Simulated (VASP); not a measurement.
# TiO2 (Fm-3m) in VASP: a series of runs, part 2 of 2

VASP 6.6.1.

## Step 3: Single point, r2SCAN

Input file POSCAR:

```
TiO2
1.0
    0.0000000000      2.3968272579      2.3968272579
    2.3968272579      0.0000000000      2.3968272579
    2.3968272579      2.3968272579      0.0000000000
Ti O
1 2
Direct
    0.0000000000      0.0000000000      0.0000000000
    0.2500000000      0.2500000000      0.2500000000
    0.7500000000      0.7500000000      0.7500000000
```

Input file INCAR.step1:

```
SYSTEM = TiO2
ALGO     = Normal         ! electronic algorithm
EDIFF    = 1E-4           ! SCF threshold, eV
ENCUT    = 520            ! plane-wave cutoff, eV
GGA      = PE             ! functional
ISMEAR   = 0              ! smearing method
LASPH    = .TRUE.         ! aspherical terms in the spheres
LCHARG   = .FALSE.        ! write CHGCAR
LREAL    = .FALSE.        ! projectors in reciprocal space
LWAVE    = .TRUE.         ! write WAVECAR
NBANDS   = 19             ! bands
NELM     = 60             ! most SCF steps
PREC     = Accurate       ! precision mode
SIGMA    = 0.01           ! smearing width, eV
```

Input file INCAR.step2:

```
SYSTEM = TiO2
ALGO     = Normal         ! electronic algorithm
EDIFF    = 1E-6           ! SCF threshold, eV
ENCUT    = 520            ! plane-wave cutoff, eV
ISIF     = 2              ! what is computed and relaxed
ISMEAR   = 0              ! smearing method
ISTART   = 1            
LASPH    = .TRUE.         ! aspherical terms in the spheres
LCHARG   = .FALSE.        ! write CHGCAR
LMIXTAU  = .TRUE.       
LREAL    = .FALSE.        ! projectors in reciprocal space
LWAVE    = .FALSE.        ! write WAVECAR
METAGGA  = R2SCAN         ! meta-GGA
NBANDS   = 19             ! bands
NELM     = 60             ! most SCF steps
PREC     = Accurate       ! precision mode
SIGMA    = 0.01           ! smearing width, eV
```

Input file KPOINTS:

```
k-points
0
G
  4 4 4
  0 0 0
```

Potentials or basis: VASP PAW PBE potentials, release 64 (Ti_sv, O).

The run is started by

```sh
> cat potpaw_PBE.64/Ti_sv/POTCAR potpaw_PBE.64/O/POTCAR > POTCAR
> cp INCAR.step1 INCAR
> mpirun -np 1 vasp_std > vasp.out
> cp INCAR.step2 INCAR
> mpirun -np 1 vasp_std > vasp.out
```

OUTCAR:

```text
SYSTEM = TiO2
   EDIFF = 1E-6
   ENCUT = 520
   ISIF = 2
   ISMEAR = 0
   ISTART = 1
   LASPH = .TRUE.
   LREAL = .FALSE.
   METAGGA = R2SCAN
   NELM = 60
   PREC = Accurate

 ion  position               nearest neighbor table
   1  0.000  0.000  0.000-   3 2.08   3 2.08   3 2.08   2 2.08   3 2.08   2 2.08   2 2.08   2 2.08

   2  0.250  0.250  0.250-   1 2.08   1 2.08   1 2.08   1 2.08
   3  0.750  0.750  0.750-   1 2.08   1 2.08   1 2.08   1 2.08

  LATTYP: Found a face centered cubic cell.
 ALAT       =     4.7936545158

  Lattice vectors:

 A1 = (   0.0000000000,   2.3968272579,   2.3968272579)
 A2 = (   2.3968272579,   0.0000000000,   2.3968272579)
 A3 = (   2.3968272579,   2.3968272579,   0.0000000000)

Analysis of symmetry for initial positions (statically):
=====================================================================
 Subroutine PRICEL returns:
 Original cell was already a primitive cell.

 Routine SETGRP: Setting up the symmetry group for a
 face centered cubic supercell.

 Subroutine GETGRP returns: Found 48 space group operations
 (whereof 48 operations were pure point group operations)
 out of a pool of 48 trial point group operations.

The static configuration has the point symmetry O_h .

Analysis of symmetry for dynamics (positions and initial velocities):
=====================================================================
 Subroutine PRICEL returns:
 Original cell was already a primitive cell.

 Routine SETGRP: Setting up the symmetry group for a
 face centered cubic supercell.

 Subroutine GETGRP returns: Found 48 space group operations
 (whereof 48 operations were pure point group operations)
 out of a pool of 48 trial point group operations.

The dynamic configuration has the point symmetry O_h .

 Subroutine INISYM returns: Found 48 space group operations
 (whereof 48 operations are pure point group operations),
[... 97 lines left out ...]
   EFERMI_NEDOS =   21; number of points for ismear=-14 and -15
   IALGO  =     38    algorithm
   IMIX   =      4    mixing-type and parameters
     AMIX     =   0.40;   BMIX     =  1.00
     AMIX_MAG =   1.60;   BMIX_MAG =  1.00
  volume/ion in A,a.u.               =       9.18        61.95
  Fermi-wavevector in a.u.,A,eV,Ry     =   1.563742  2.955044 33.270189  2.445290
  Thomas-Fermi vector in A             =   2.666469
   LORBIT       =      0    0 simple, 1 ext, 2 COOP (PROOUT), +10 PAW based schemes
   METAGGA = R2SCAN    functional components
   LHFCALC =     F    Hartree Fock is set to
   AEXX    =    0.0000 exact exchange contribution
   IVDW    =     0    specifies the selected vdW correction
   LEPSILON=     F    determine dielectric tensor
   LRPA    =     F    only Hartree local field effects (RPA)
 non-spin polarized calculation
 Gauss-broadening in eV      SIGMA  =   0.01
  energy-cutoff  :      520.00
  volume of cell :       27.54
 maximum number of plane-waves:       754
 NGX is ok and might be reduce to    28
   NGX = 13   NGY = 13   NGZ = 13

 number of electron      23.9999996 magnetization

 Free energy of the ion-electron system (eV)
  ---------------------------------------------------
  ext. energy  EPLUGINS =         0.00000000
  ---------------------------------------------------
  free energy    TOTEN  =       -34.09913908 eV

  energy without entropy =      -34.09913908  energy(sigma->0) =      -34.09913908

 E-fermi :   7.2363     XC(G=0): -13.0577

 val. band max:        7.1256599281   @ k =   0.5000   0.5000   0.0000
 cond. band min:       8.6676311900   @ k =   0.0000   0.0000   0.0000
 fundamental gap:      1.5419712619
 Fermi energy:         7.2363182646

 k-point     1 :       0.0000    0.0000    0.0000
  band No.  band energies     occupation
      1     -52.8800      2.00000
      2     -27.9135      2.00000
      3     -27.9135      2.00000
      4     -27.9135      2.00000
      5     -13.6343      2.00000
      6      -9.8180      2.00000
[... 153 lines left out ...]
      6     -11.5353      2.00000
[... 11 lines left out ...]
     18      19.3046      0.00000
     19      24.1428      0.00000

------------------------ aborting loop because EDIFF is reached ----------------------------------------

  FORCE on cell =-STRESS in cart. coord.  units (eV):
  Direction    XX          YY          ZZ          XY          YZ          ZX
  --------------------------------------------------------------------------------------
  -------------------------------------------------------------------------------------
  Total        0.2592976      0.2592976      0.2592976      0.0000000      0.0000000     -0.0000000
  in kB       15.0858186     15.0858186     15.0858186      0.0000000      0.0000000     -0.0000000
  external PRESSURE =      15.0858186 kB  Pullay stress =       0.0000000 kB

 VOLUME and BASIS-vectors are now :
 -----------------------------------------------------------------------------
  energy-cutoff  :      520.00
  volume of cell :       27.54
      direct lattice vectors                 reciprocal lattice vectors
     0.000000000  2.396827258  2.396827258    -0.208609110  0.208609110  0.208609110
     2.396827258  0.000000000  2.396827258     0.208609110 -0.208609110  0.208609110
     2.396827258  2.396827258  0.000000000     0.208609110  0.208609110 -0.208609110

 POSITION                                       TOTAL-FORCE (eV/Angst)
 -----------------------------------------------------------------------------------
      0.00000      0.00000      0.00000        -0.000000      0.000000      0.000000
      1.19841      1.19841      1.19841        -0.000000     -0.000000     -0.000000
      3.59524      3.59524      3.59524         0.000000      0.000000      0.000000
 -----------------------------------------------------------------------------------
    total drift:                                0.000000      0.000000      0.000000

  FREE ENERGIE OF THE ION-ELECTRON SYSTEM (eV)
  ---------------------------------------------------
  free  energy   TOTEN  =       -34.0991390820 eV

  energy  without entropy=      -34.0991390820  energy(sigma->0) =      -34.09913908
```

Wall time 66 s (1 thread of AMD EPYC 7R43 (Zen 3), shared host); peak memory 0.13 GiB.

What came out:

| Quantity | Value |
| --- | --- |
| Free energy | -34.0991 eV |
| Pressure | 1.5 GPa |
| Band gap on the k mesh | 1.54 eV (least direct gap 2.24 eV) |

Caveat: the k points lie up to 0.57 Å⁻¹ apart; the structure was generated, so it needn't be the stable form of TiO2; the PAW data sets were made with another functional, which shifts forces and pressure a little. A k mesh can miss the band edges.

## Step 4: Single point, PBEsol

Input file INCAR:

```
PREC = Accurate
ENCUT = 520
EDIFF = 1E-6
ISMEAR = 0
SIGMA = 0.01
LREAL = F
LASPH = T
NELM = 80
ALGO = Normal
ISIF = 2
LWAVE = F
LCHARG = F
GGA = PS
NBANDS = 19
```

Input file KPOINTS:

```
Automatic mesh
0
Gamma
  6 6 6
```

POSCAR is that of step 3.

The run is started by

```sh
> cat potpaw_PBE.64/Ti_sv/POTCAR potpaw_PBE.64/O/POTCAR > POTCAR
> mpirun -np 1 vasp_std > vasp.out
```

Wall time 36 s (1 thread of AMD EPYC 7R43 (Zen 3), shared host); peak memory 0.12 GiB.

The run converged. Its results:

| Item | Value |
| --- | --- |
| Free energy | -27.3574 eV |
| Pressure | -1.9 GPa |
| Band gap on the k mesh | 1.07 eV (least direct gap 1.78 eV) |

Levels at points of the mesh, in eV from the valence-band top:
| k point | band 9 | band 10 | band 11 | band 12 | band 13 | band 14 | band 15 | band 16 |
| --- | --- | --- | --- | --- | --- | --- | --- | --- |
| (0.00, 0.00, 0.00) | -6.09 | -0.88 | -0.88 | -0.88 | 1.07 | 1.07 | 5.42 | 5.42 |
| (0.50, 0.00, 0.00) | -3.44 | -3.32 | -2.58 | -2.58 | 1.43 | 1.43 | 2.89 | 5.00 |
| (0.50, 0.50, 0.00) | -4.69 | -2.12 | -2.12 | 0.00 | 1.78 | 1.80 | 2.92 | 4.19 |

Caveat: the structure was generated, so it needn't be the stable form of TiO2; the PAW data sets were made with another functional, which shifts forces and pressure a little. A k mesh can miss the band edges.

## Step 5: Single point, r2SCAN

POSCAR is that of step 4.

Input file INCAR.step1:

```
PREC = Accurate
ENCUT = 520
ISMEAR = 0
SIGMA = 0.01
LREAL = False
LASPH = True
NELM = 80
NBANDS = 19
GGA = PE
ALGO = Normal
EDIFF = 1E-4
LWAVE = True
LCHARG = False
```

Input file INCAR.step2:

```
PREC = Accurate
ENCUT = 520
EDIFF = 1E-7
ISMEAR = 0
SIGMA = 0.01
LREAL = False
LASPH = True
NELM = 80
ALGO = Normal
ISIF = 2
LWAVE = False
LCHARG = False
METAGGA = R2SCAN
LMIXTAU = True
NBANDS = 19
ISTART = 1
```

KPOINTS is that of step 4.

The run is started by

```sh
> cat potpaw_PBE.64/Ti_sv/POTCAR potpaw_PBE.64/O/POTCAR > POTCAR
> cp INCAR.step1 INCAR
> mpirun -np 1 vasp_std > vasp.out
> cp INCAR.step2 INCAR
> mpirun -np 1 vasp_std > vasp.out
```

It took 1.9 min on 1 thread of AMD EPYC 7R43 (Zen 3), shared host; peak memory 0.13 GiB.

It converged, with:

* Free energy: -34.1007 eV
* Pressure: 1.5 GPa
* Band gap on the k mesh: 1.54 eV (least direct gap 2.24 eV)

Levels at points of the mesh, in eV from the valence-band top:
| k point | band 10 | band 11 | band 12 | band 13 | band 14 | band 15 |
| --- | --- | --- | --- | --- | --- | --- |
| (0.00, 0.00, 0.00) | -0.91 | -0.91 | -0.91 | 1.54 | 1.54 | 5.72 |
| (0.50, 0.00, 0.00) | -3.35 | -2.62 | -2.62 | 1.86 | 1.86 | 3.16 |
| (0.50, 0.50, 0.00) | -2.15 | -2.15 | 0.00 | 2.24 | 2.25 | 3.19 |

Caveat: the structure was generated, so it needn't be the stable form of TiO2; the PAW data sets were made with another functional, which shifts forces and pressure a little.

## Step 6: Overview

```tsv
level	k mesh	gap on the mesh (eV)	pressure (GPa)
r2SCAN	2 × 2 × 2	1.10	5.5
r2SCAN	4 × 4 × 4	1.54	1.5
PBEsol	6 × 6 × 6	1.07	-1.9
r2SCAN	6 × 6 × 6	1.54	1.5
```

Alike in all rows: task single point; potentials or basis VASP PAW PBE potentials, release 64 (Ti_sv, O); no spin polarisation; cell as given; cutoff (eV) 520; smearing gaussian 0.01 eV.

Caveats: some runs use coarse meshes; the structure was generated, so it needn't be the stable form of TiO2; the PAW data sets were made with another functional, which shifts forces and pressure a little.

Absolute energies hang on the potentials; compare differences alone.
